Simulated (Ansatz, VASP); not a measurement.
# One calculation of C, two programs

INCAR

```
SYSTEM = C
PREC = Accurate
ENCUT = 520
EDIFF = 1E-8
ISMEAR = -1
SIGMA = 0.05
LREAL = .FALSE.
LASPH = .TRUE.
NELM = 60
ALGO = Normal
ISIF = 2
LWAVE = .FALSE.
LCHARG = .FALSE.
GGA = PS
LEFG = .TRUE.
NBANDS = 11
```

Contents of KPOINTS:

```
regular mesh
0
G
  18 18 18
  0 0 0
```

POSCAR

```
C
1.0
    0.0000000000      2.1270000000      3.3480000000
    1.2280000000      0.0000000000      3.3480000000
    1.2280000000      2.1270000000      0.0000000000
C
2
Direct
    0.1666700000      0.8333300000      0.1666700000
    0.8333300000      0.1666700000      0.8333300000
```

Input for Ansatz:

```yaml
crystal:
  lattice:
    - [0.0, 2.127, 3.348]
    - [1.228, 0.0, 3.348]
    - [1.228, 2.127, 0.0]
  atoms:
    - { symbol: C, position: [0.16667, 0.83333, 0.16667] }
    - { symbol: C, position: [0.83333, 0.16667, 0.83333] }
kpoints:
  mp_grid: { grid: [18, 18, 18] }
  band_path:
    path:
      - [0.0, 0.0, 0.0]
      - [0.5, 0.0, 0.5]
      - [1.0, 0.5, 0.5]
      - [0.5, 0.5, 0.0]
      - [0.0, 0.0, 0.0]
      - [0.0, 0.3669630913, 0.3669630913]
      - [1.0, 0.6330369087, 0.6330369087]
      - [1.0, 0.5, 0.5]
      - [0.5, 0.0, 0.5]
    npoints: 8
scf:
  occupations: { method: fermi_dirac, width: 0.05 }
hamiltonian:
  xc: pbesol
  pseudopotentials: { kind: all_electron, datasets: crystal }
output:
  forces: true
  stress: true
  eigenvalues: true
  efg: { contact_densities: true }
```

Alike in both runs: task electric field gradients; functional PBEsol; k mesh 18 × 18 × 18; occupations fermi-dirac, width 0.05 eV; no spin polarisation.

|  | VASP | Ansatz |
| --- | --- | --- |
| version | VASP 6.6.1 | Ansatz 0.2.0 |
| potentials or method | VASP PAW PBE potentials, release 64 (C), cutoff 520 eV | all-electron PAW with datasets made for the crystal, scalar-relativistic |

VASP gave:

```
pressure (GPa)                                                : 2.1
traceless stress, the component that is largest in VASP (GPa) : 0.47
size of Vzz on the site where it differs most (V/Å²)          : 31.9
```

Q: Which values does Ansatz return?

A: Pressure (GPa): 1.4; traceless stress, the component that is largest in VASP (GPa): 0.06; size of Vzz on the site where it differs most (V/Å²): 26.5.

VASP's potentials were made for PBE, not for PBEsol. Ansatz ran all-electron here, and VASP with PAW potentials. Ansatz's warnings: band levels unverified.
